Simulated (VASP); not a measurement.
## ZnS: single point with PBE

The system is ZnS.

```
Zn S
1.0
     3.80930    0.00000    0.00000
    -1.90465    3.29895    0.00000
     0.00000    0.00000    6.25178
Zn S
2 2
Direct
  0.33333 0.66667 0.00038
  0.66667 0.33333 0.50038
  0.33333 0.66667 0.37462
  0.66667 0.33333 0.87462
```

```json
{"Program": "VASP 6.6.1", "Task": "single point", "Functional": "PBE", "Potentials or basis": "VASP PAW PBE potentials, release 64 (Zn, S)", "Cutoff": "520 eV", "k mesh": "12 × 12 × 6", "Occupations": "gaussian, width 0.02 eV", "Spin": "no spin polarisation"}
```

The pressure is 2.2 GPa and the band gap on the k mesh is 2.20 eV.

Levels at points of the mesh, in eV from the valence-band top:
```csv
k point,band 15,band 16,band 17,band 18,band 19,band 20,band 21,band 22
"(0.00, 0.00, 0.00)",-0.89,-0.08,0.00,0.00,2.20,3.11,6.31,6.31
"(0.50, 0.00, 0.00)",-3.28,-2.24,-1.69,-0.89,3.67,4.25,5.11,6.91
"(0.00, 0.00, 0.50)",-0.47,-0.47,-0.47,-0.47,3.56,3.56,6.77,6.77
"(0.50, 0.00, 0.50)",-1.64,-1.64,-1.61,-1.61,3.55,3.55,5.23,5.23
```

Run time: 70 s on 1 thread of AMD EPYC 9R45 (Zen 5) (shared host), peak memory 0.23 GiB.

A k mesh can miss the band edges.
